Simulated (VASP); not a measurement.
Set up this calculation in VASP 6.6.1, as the native input.

* Task: single point
* Functional: r2SCAN
* Potentials or basis: VASP PAW PBE potentials, release 64 (Al, N)
* Cutoff: 520 eV
* k mesh: 10 × 10 × 10
* Occupations: gaussian, width 0.05 eV
* Spin: no spin polarisation
* Dipole correction: no
* Further INCAR settings: ALGO = Normal; EDIFF = 1e-07; NBANDS = 11

Crystal: AlN.

```
CELL_PARAMETERS angstrom
0.00000 2.11935 2.18490
2.11935 0.00000 2.18490
2.11935 2.11935 0.00000
ATOMIC_POSITIONS crystal
Al 0.00000 0.00000 0.00000
N 0.75000 0.75000 0.75000
```

This cell differs from its parent crystal: strain -0.030 along x and y, +0.000 along z.

One way to write it, as run:

POSCAR

```
AlN
1.0
    0.0000000000      2.1193536074      2.1849006262
    2.1193536074      0.0000000000      2.1849006262
    2.1193536074      2.1193536074      0.0000000000
Al N
1 1
Direct
    0.0000000000      0.0000000000      0.0000000000
    0.7500000000      0.7500000000      0.7500000000
```

INCAR.step1

```
SYSTEM = AlN
PREC = Accurate
ENCUT = 520
ISMEAR = 0
SIGMA = 0.05
LREAL = .False.
LASPH = .True.
NELM = 60
NBANDS = 11
GGA = PE
ALGO = Normal
EDIFF = 1E-4
LWAVE = .True.
LCHARG = .False.
```

INCAR.step2

```
SYSTEM = AlN
PREC = Accurate
ENCUT = 520
EDIFF = 1E-7
ISMEAR = 0
SIGMA = 0.05
LREAL = .False.
LASPH = .True.
NELM = 60
ALGO = Normal
ISIF = 2
LWAVE = .False.
LCHARG = .False.
METAGGA = R2SCAN
LMIXTAU = .True.
NBANDS = 11
ISTART = 1
```

KPOINTS

```
regular mesh
0
Gamma
  10 10 10
  0 0 0
```

Potentials or basis: VASP PAW PBE potentials, release 64 (Al, N).

Command:

```sh
$ cat potpaw_PBE.64/Al/POTCAR potpaw_PBE.64/N/POTCAR > POTCAR
$ cp INCAR.step1 INCAR
$ mpirun -np 1 vasp_std > vasp.out
$ cp INCAR.step2 INCAR
$ mpirun -np 1 vasp_std > vasp.out
```

Results of the run:

```
Pressure               : 14.0 GPa
Band gap on the k mesh : 3.87 eV, indirect (least direct gap 5.41 eV)
```

Caveat: the cell differs from its parent crystal (strain -0.030 along x and y, +0.000 along z); the PAW data sets were made with another functional, which shifts forces and pressure a little.

Run time: 35 s on 1 thread of Intel(R) Xeon(R) Platinum 8559C (Emerald Rapids), with other jobs on the host, peak memory 0.14 GiB.
